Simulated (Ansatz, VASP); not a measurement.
**Two plane-wave programs on Y**

```
Y
1.0
     5.71390    0.00000    0.00000
    -2.85695    4.94838    0.00000
     0.00000    0.00000    3.50262
Y
3
Direct
  0.00000 0.00000 0.00000
  0.33333 0.66667 0.50000
  0.66667 0.33333 0.50000
```

Alike in both runs: task relaxation of cell and atoms; functional PBE; k mesh 7 × 7 × 9; occupations fermi-dirac, width 0.1 eV; no spin polarisation.

|  | VASP | Ansatz |
| --- | --- | --- |
| version | VASP 6.6.1 | Ansatz 0.2.0 |
| potentials or method | VASP PAW PBE potentials, release 64 (Y_sv), cutoff 500 eV | plane waves (420 eV) with PAW, scalar-relativistic |
| valence electrons in the cell | 33 | 33 |

VASP gave:

```
relaxed volume (Å³/atom)                                        : 32.47
relaxed length of the cell vector where the two differ most in proportion (Å) : 3.526
```

What did Ansatz give for the same quantities?

Relaxed volume (Å³/atom): 32.55; relaxed length of the cell vector where the two differ most in proportion (Å): 3.529.
